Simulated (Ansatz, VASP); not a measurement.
## AlN: VASP beside Ansatz

POSCAR

```
AlN
1.0
    3.1110021516      0.0000000000      0.0000000000
   -1.5555010758      2.6942068945      0.0000000000
    0.0000000000      0.0000000000      4.9780000000
Al N
2 2
Direct
    0.3626063315      0.6880959886      0.0115980367
    0.6959396648      0.3547626553      0.5115980367
    0.3333333333      0.6666666667      0.3850000000
    0.6666666667      0.3333333333      0.8850000000
```

The input INCAR.step1:

```
PREC = Accurate
ENCUT = 520
ISMEAR = 0
SIGMA = 0.05
LREAL = False
LASPH = True
NELM = 80
NBANDS = 16
GGA = PE
ALGO = Normal
EDIFF = 1E-4
LWAVE = True
LCHARG = False
```

INCAR.step2

```
PREC = Accurate
ENCUT = 520
EDIFF = 1E-6
ISMEAR = 0
SIGMA = 0.05
LREAL = False
LASPH = True
NELM = 80
ALGO = Normal
ISIF = 2
LWAVE = False
LCHARG = False
METAGGA = R2SCAN
LMIXTAU = True
NBANDS = 16
ISTART = 1
```

File KPOINTS:

```
Automatic mesh
0
Gamma
  12 12 6
```

Input for Ansatz:

```yaml
crystal:
  lattice:
    - [3.1110021516, 0.0, 0.0]
    - [-1.5555010758, 2.6942068945, 0.0]
    - [0.0, 0.0, 4.978]
  atoms:
    - { symbol: Al, position: [0.3626063315, 0.6880959886, 0.0115980367] }
    - { symbol: Al, position: [0.6959396648, 0.3547626553, 0.5115980367] }
    - { symbol: "N", position: [0.3333333333, 0.6666666667, 0.385] }
    - { symbol: "N", position: [0.6666666667, 0.3333333333, 0.885] }
basis:
  ecutwfc: 500
kpoints:
  mp_grid: { grid: [12, 12, 6] }
hamiltonian:
  xc: r2scan
scf:
  occupations: { method: gaussian, width: 0.05 }
output:
  forces: true
  stress: true
  eigenvalues: true
  write_density: true
  write_potential: true
  elf: true
  volumetric_format: npy
```

Change from the starting cell: all Al atoms moved +0.100 Å, as atom 1 along Cartesian [1 1 1].

Alike in both runs: task single point; functional r2SCAN; k mesh 12 × 12 × 6; occupations gaussian, width 0.05 eV; no spin polarisation.

|  | VASP | Ansatz |
| --- | --- | --- |
| version | VASP 6.6.1 | Ansatz 0.2.0 |
| potentials or method | VASP PAW PBE potentials, release 64 (Al, N), cutoff 520 eV | scalar-relativistic, plane waves, PAW |
| valence electrons in the cell | 16 | 16 |

Ansatz gave:

```
gap on the k mesh at the Fermi level (eV)                     : 4.83
least direct gap on the mesh (eV)                             : 4.83
pressure (GPa)                                                : 0.6
traceless stress, the component that is largest in VASP (GPa) : 3.71
rms of the force components (eV/Å)                            : 0.730
```

Problem. What did VASP give for the same quantities?

Solution. gap on the k mesh at the Fermi level (eV): 4.87; least direct gap on the mesh (eV): 4.87; pressure (GPa): 0.2; traceless stress, the component that is largest in VASP (GPa): 3.78; rms of the force components (eV/Å): 0.738.

VASP's potentials were made for PBE, not for r2SCAN. Atom by atom the forces differ by 0.008 eV/Å (rms over components).
